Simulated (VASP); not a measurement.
# CsC (Cmcm) in VASP: single point with PBE

Aim: the single point of CsC with PBE.

Everything below comes from runs of VASP 6.6.1. Logs are shortened: lines on timing, memory, paths and dates and some standing lists are left out, and cuts for length are marked.

## 1. The cell of the first run

It takes space group Cmcm (No. 63, orthorhombic). The conventional cell has a = 4.635 Å, b = 18.251 Å, c = 2.917 Å, α = 90.00°, β = 90.00°, γ = 90.00°. Within 3.8 Å of Cs (site symmetry m2m) lie 2 Cs at 2.92 Å and 6 C at 3.28 to 3.48 Å. C (site symmetry m2m) has 2 C at 1.47 Å within 2.0 Å.

## 2. Single point, PBE, collinear spin

File INCAR:

```
SYSTEM = CsC
  PREC = Accurate
  ENCUT = 520
  EDIFF = 1E-6
  ISMEAR = 0
  SIGMA = 0.1
  LREAL = .False.
  LASPH = .True.
  NELM = 150
  ALGO = Normal
  ISIF = 2
  LWAVE = .False.
  LCHARG = .False.
  ISPIN = 2
  MAGMOM = 0 0 0.79 0.79
  LORBIT = 11
  GGA = PE
  NBANDS = 25
```

File KPOINTS:

```
Automatic mesh
0
Gamma
  4 4 4
  0 0 0
```

File POSCAR:

```
CsC
1.0
    2.3175311099     -9.1255193458      0.0000000000
    2.3175311099      9.1255193458      0.0000000000
    0.0000000000      0.0000000000      2.9173219776
Cs C
2 2
Direct
    0.8775661480      0.1224338520      0.7500000000
    0.1224338520      0.8775661480      0.2500000000
    0.5044515565      0.4955484435      0.7500000000
    0.4955484435      0.5044515565      0.2500000000
```

Potentials or basis: VASP PAW PBE potentials, release 64 (Cs_sv, C).

Launch:

```
cat potpaw_PBE.64/Cs_sv/POTCAR potpaw_PBE.64/C/POTCAR > POTCAR
mpirun -np 1 vasp_std > vasp.out
```

OUTCAR:

```text
SYSTEM = CsC
   PREC = Accurate
   ENCUT = 520
   EDIFF = 1E-6
   ISMEAR = 0
   LREAL = .False.
   LASPH = .True.
   NELM = 150
   ISIF = 2
   ISPIN = 2
   LORBIT = 11
   GGA = PE

 ion  position               nearest neighbor table
   1  0.878  0.122  0.750-
   2  0.122  0.878  0.250-
   3  0.504  0.496  0.750-   4 1.47   4 1.47
   4  0.496  0.504  0.250-   3 1.47   3 1.47

  LATTYP: Found a base centered orthorhombic cell.
 ALAT       =     4.6350622198
 B/A-ratio  =     3.9376038176
 C/A-ratio  =     0.6294029809

  Lattice vectors:

 A1 = (   2.3175311099,  -9.1255193458,   0.0000000000)
 A2 = (   2.3175311099,   9.1255193458,   0.0000000000)
 A3 = (   0.0000000000,   0.0000000000,   2.9173219776)

Analysis of symmetry for initial positions (statically):
=====================================================================
 Subroutine PRICEL returns:
 Original cell was already a primitive cell.

 Routine SETGRP: Setting up the symmetry group for a
 base centered orthorhombic supercell.

 Subroutine GETGRP returns: Found  8 space group operations
 (whereof  4 operations were pure point group operations)
 out of a pool of  8 trial point group operations.

The static configuration has the point symmetry C_2h.
 The point group associated with its full space group is D_2h.

Analysis of symmetry for dynamics (positions and initial velocities):
=====================================================================
 Subroutine PRICEL returns:
 Original cell was already a primitive cell.

 Routine SETGRP: Setting up the symmetry group for a
 base centered orthorhombic supercell.

 Subroutine GETGRP returns: Found  8 space group operations
 (whereof  4 operations were pure point group operations)
 out of a pool of  8 trial point group operations.

The dynamic configuration has the point symmetry C_2h.
 The point group associated with its full space group is D_2h.

Analysis of structural, dynamic, and magnetic symmetry:
=====================================================================
 Subroutine PRICEL returns:
 Original cell was already a primitive cell.

 Routine SETGRP: Setting up the symmetry group for a
 base centered orthorhombic supercell.

 Subroutine GETGRP returns: Found  8 space group operations
 (whereof  4 operations were pure point group operations)
 out of a pool of  8 trial point group operations.

The overall configuration has the point symmetry C_2h.
 The point group associated with its full space group is D_2h.

 Subroutine INISYM returns: Found  8 space group operations
 (whereof  4 operations are pure point group operations),
 and found     1 'primitive' translations

----------------------------------------------------------------------------------------

                                     Primitive cell

  volume of cell :     123.3950

  direct lattice vectors                    reciprocal lattice vectors
     2.317531110 -9.125519346  0.000000000     0.215746834 -0.054791402  0.000000000
     2.317531110  9.125519346  0.000000000     0.215746834  0.054791402  0.000000000
     0.000000000  0.000000000  2.917321978     0.000000000  0.000000000  0.342780128

  length of vectors
     9.415203332  9.415203332  2.917321978     0.222595584  0.222595584  0.342780128

  position of ions in fractional coordinates (direct lattice)
     0.877566148  0.122433852  0.750000000
     0.122433852  0.877566148  0.250000000
     0.504451557  0.495548443  0.750000000
     0.495548443  0.504451557  0.250000000

  ion indices of the primitive-cell ions
   primitive index   ion index
                 1           1
                 2           2
                 3           3
                 4           4

----------------------------------------------------------------------------------------

 KPOINTS: Automatic mesh

Automatic generation of k-mesh.
 Grid dimensions read from file:
 generate k-points for:    4    4    4

 Generating k-lattice:

  Cartesian coordinates                     Fractional coordinates (reciprocal lattice)
     0.053936709 -0.013697851  0.000000000     0.250000000  0.000000000  0.000000000
     0.053936709  0.013697851  0.000000000     0.000000000  0.250000000  0.000000000
     0.000000000  0.000000000  0.085695032     0.000000000  0.000000000  0.250000000

  Length of vectors
     0.055648896  0.055648896  0.085695032

  Shift w.r.t. Gamma in fractional coordinates (k-lattice)
     0.000000000  0.000000000  0.000000000

 Subroutine IBZKPT returns following result:
 ===========================================

 Found     21 irreducible k-points:

 Following reciprocal coordinates:
            Coordinates               Weight
  0.000000  0.000000  0.000000      1.000000
  0.250000  0.000000  0.000000      4.000000
  0.500000  0.000000  0.000000      2.000000
  0.250000  0.250000  0.000000      2.000000
  0.500000  0.250000  0.000000      4.000000
 -0.250000  0.250000  0.000000      2.000000
[... 13 lines left out ...]
 -0.250000  0.250000  0.500000      2.000000
  0.500000  0.500000  0.500000      1.000000
   k-points           NKPTS =     21   k-points in BZ     NKDIM =     21   number of bands    NBANDS=     25
   number of dos      NEDOS =    301   number of ions     NIONS =      4
   total plane-waves  NPLWV = 117600
   dimension x,y,z NGX =    70 NGY =   70 NGZ =   24
   dimension x,y,z NGXF=   140 NGYF=  140 NGZF=   48
   ions per type =               2   2
   NGX,Y,Z   is equivalent  to a cutoff of  12.36, 12.36, 13.68 a.u.
   NGXF,Y,Z  is equivalent  to a cutoff of  24.72, 24.72, 27.35 a.u.
 SYSTEM =  CsC
   PREC   = accura    normal or accurate (medium, high low for compatibility)
   ISTART =      0    job   : 0-new  1-cont  2-samecut
   ICHARG =      2    charge: 1-file 2-atom 10-const
   ISPIN  =      2    spin polarized calculation?
   LNONCOLLINEAR =      F non collinear calculations
   LSORBIT =      F    spin-orbit coupling
   LASPH  =      T    aspherical Exc in radial PAW
   ENCUT  =  520.0 eV  38.22 Ry    6.18 a.u.  17.51 17.51  5.42*2*pi/ulx,y,z
   NELM   =    150;   NELMIN=  2; NELMDL= -5     # of ELM steps
   EDIFF  = 0.1E-05   stopping-criterion for ELM
   LREAL  =      F    real-space projection
   EDIFFG = 0.1E-04   stopping-criterion for IOM
   NSW    =      0    number of steps for IOM
   IBRION =     -1    ionic relax: 0-MD 1-quasi-New 2-CG
   NFREE  =      0    steps in history (QN), initial steepest desc. (CG)
   ISIF   =      2    stress and relaxation
   ISYM   =      2    0-nonsym 1-usesym 2-fastsym
   POTIM  = 0.5000    time-step for ionic-motion
   TEBEG  =    0.0;   TEEND  =   0.0 temperature during run
   PSTRESS=    0.0 pullay stress
   NELECT =      26.0000    total number of electrons
   NUPDOWN=      -1.0000    fix difference up-down
   EMIN   =  10.00;   EMAX   =-10.00  energy-range for DOS
   EFERMI =   0.00;   METHOD = LEGACY
   ISMEAR =     0;   SIGMA  =   0.10  broadening in eV -4-tet -1-fermi 0-gaus
   EFERMI_NEDOS =   21; number of points for ismear=-14 and -15
   IALGO  =     38    algorithm
   IMIX   =      4    mixing-type and parameters
     AMIX     =   0.40;   BMIX     =  1.00
     AMIX_MAG =   1.60;   BMIX_MAG =  1.00
  volume/ion in A,a.u.               =      30.85       208.18
  Fermi-wavevector in a.u.,A,eV,Ry     =   0.974167  1.840909 12.911949  0.949001
  Thomas-Fermi vector in A             =   2.104605
   LORBIT       =     11    0 simple, 1 ext, 2 COOP (PROOUT), +10 PAW based schemes
   GGA     = PE    functional components
   LHFCALC =     F    Hartree Fock is set to
   AEXX    =    0.0000 exact exchange contribution
   IVDW    =     0    specifies the selected vdW correction
   LEPSILON=     F    determine dielectric tensor
   LRPA    =     F    only Hartree local field effects (RPA)
 spin polarized calculation
 Gauss-broadening in eV      SIGMA  =   0.10
  energy-cutoff  :      520.00
  volume of cell :      123.39
 maximum number of plane-waves:      3348
   NGX = 35   NGY = 35   NGZ = 11

 number of electron      26.0000001 magnetization       0.1321298

 number of electron      26.0000001 magnetization      -0.4594755

 Free energy of the ion-electron system (eV)
  ---------------------------------------------------
  ext. energy  EPLUGINS =         0.00000000
  ---------------------------------------------------
  free energy    TOTEN  =       -15.95449620 eV

  energy without entropy =      -15.95087754  energy(sigma->0) =      -15.95268687

 E-fermi :   3.6477     XC(G=0):  -8.1159

 val. band max:        3.5996833308   @ k =  -0.2500   0.2500   0.0000
 cond. band min:       3.6951674915   @ k =  -0.2500   0.2500   0.2500
 fundamental gap:      0.0954841607
 Fermi energy:         3.6476893860

 spin component 1

 k-point     1 :       0.0000    0.0000    0.0000
  band No.  band energies     occupation
      1     -21.3949      1.00000
      2     -21.3722      1.00000
      3     -13.3170      1.00000
      4      -7.9230      1.00000
      5      -7.8693      1.00000
      6      -7.8340      1.00000
[... 577 lines left out ...]
     24       8.6875      0.00000
     25       9.5281      0.00000
 Fermi energy:         3.6476893860

 spin component 2

 k-point     1 :       0.0000    0.0000    0.0000
  band No.  band energies     occupation
      1     -21.4173      1.00000
      2     -21.3943      1.00000
      3     -13.3234      1.00000
      4      -7.9717      1.00000
      5      -7.8922      1.00000
      6      -7.8697      1.00000
[... 577 lines left out ...]
     24       8.6111      0.00000
     25       9.4355      0.00000

------------------------ aborting loop because EDIFF is reached ----------------------------------------

  FORCE on cell =-STRESS in cart. coord.  units (eV):
  Direction    XX          YY          ZZ          XY          YZ          ZX
  --------------------------------------------------------------------------------------
  -------------------------------------------------------------------------------------
  Total        0.1558149      0.1000050      0.5985332      0.0000000      0.0000000      0.0000000
  in kB        2.0231221      1.2984790      7.7714361      0.0000000      0.0000000      0.0000000
  external PRESSURE =       3.6976791 kB  Pullay stress =       0.0000000 kB

 VOLUME and BASIS-vectors are now :
 -----------------------------------------------------------------------------
  energy-cutoff  :      520.00
  volume of cell :      123.39
      direct lattice vectors                 reciprocal lattice vectors
     2.317531110 -9.125519346  0.000000000     0.215746834 -0.054791402  0.000000000
     2.317531110  9.125519346  0.000000000     0.215746834  0.054791402  0.000000000
     0.000000000  0.000000000  2.917321978     0.000000000  0.000000000  0.342780128

 POSITION                                       TOTAL-FORCE (eV/Angst)
 -----------------------------------------------------------------------------------
      2.31753     -6.89097      2.18799         0.000000      0.025726     -0.000000
      2.31753      6.89097      0.72933         0.000000     -0.025726      0.000000
      2.31753     -0.08125      2.18799         0.000000      0.010880      0.000000
      2.31753      0.08125      0.72933         0.000000     -0.010880      0.000000
 -----------------------------------------------------------------------------------
    total drift:                                0.000000     -0.000000     -0.000000

  FREE ENERGIE OF THE ION-ELECTRON SYSTEM (eV)
  ---------------------------------------------------
  free  energy   TOTEN  =       -15.9544962022 eV

  energy  without entropy=      -15.9508775432  energy(sigma->0) =      -15.95268687

 total charge

# of ion       s       p       d       tot
------------------------------------------
    1        1.849   4.724   0.102   6.675
    2        1.849   4.724   0.102   6.675
    3        0.786   1.558   0.000   2.343
    4        0.786   1.558   0.000   2.343
--------------------------------------------------
tot          5.270  12.563   0.204  18.036

 magnetization (x)

# of ion       s       p       d       tot
------------------------------------------
    1       -0.004  -0.010  -0.012  -0.026
    2       -0.004  -0.010  -0.012  -0.026
    3       -0.001  -0.002   0.000  -0.003
    4       -0.001  -0.002   0.000  -0.003
--------------------------------------------------
tot         -0.008  -0.024  -0.023  -0.056
```

Run time: 6.8 min. Hardware: 1 thread of Oxide Virtual Turin-like, shared host; peak memory 0.43 GiB.

Results:

```
Free energy                                           : -15.9545 eV
Pressure                                              : 0.4 GPa
Largest force                                         : 0.026 eV/Å
Net moment                                            : -0.46 μB per cell
Site moments                                          : Cs -0.03; C -0.00 μB
Valence electrons inside the program's atomic spheres : Cs 6.67; C 2.34
```

Forces on the atoms (eV/Å):
```
Cs   0.000  0.026  0.000
Cs   0.000 -0.026  0.000
C    0.000  0.011  0.000
C    0.000 -0.011  0.000
```

Levels at points of the mesh, in eV from the Fermi level:
Spin up:
```tsv
k point	band 11	band 12	band 13	band 14	band 15	band 16
(0.00, 0.00, 0.00)	-6.47	-6.28	-1.09	0.25	0.54	0.74
(0.50, 0.00, 0.00)	-6.31	-6.21	0.41	0.43	1.02	1.96
(0.50, 0.50, 0.00)	-6.49	-6.29	-0.53	-0.32	0.72	1.14
(0.00, 0.00, 0.50)	-2.83	-2.83	-2.63	-2.63	0.51	0.51
(0.50, 0.00, 0.50)	-3.01	-3.01	-2.90	-2.90	0.44	0.44
(0.50, 0.50, 0.50)	-2.82	-2.82	-2.63	-2.63	0.34	0.34
```
Spin down:
| k point | band 11 | band 12 | band 13 | band 14 | band 15 | band 16 | band 17 | band 18 |
| --- | --- | --- | --- | --- | --- | --- | --- | --- |
| (0.00, 0.00, 0.00) | -6.48 | -6.29 | -1.63 | 0.16 | 0.31 | 0.70 | 1.95 | 2.30 |
| (0.50, 0.00, 0.00) | -6.32 | -6.22 | -0.17 | -0.16 | 0.99 | 1.94 | 2.06 | 2.60 |
| (0.50, 0.50, 0.00) | -6.51 | -6.30 | -1.17 | -0.51 | 0.70 | 1.09 | 1.46 | 1.95 |
| (0.00, 0.00, 0.50) | -2.83 | -2.83 | -2.64 | -2.64 | 0.35 | 0.35 | 1.28 | 1.28 |
| (0.50, 0.00, 0.50) | -3.02 | -3.02 | -2.91 | -2.91 | 0.33 | 0.33 | 0.90 | 0.90 |
| (0.50, 0.50, 0.50) | -2.82 | -2.82 | -2.64 | -2.64 | 0.16 | 0.16 | 1.26 | 1.26 |

Caveat: the k points lie up to 0.54 Å⁻¹ apart; a moment this small can come from the mesh or the smearing; spin-orbit coupling is left out, which moves the levels of the heavy elements.
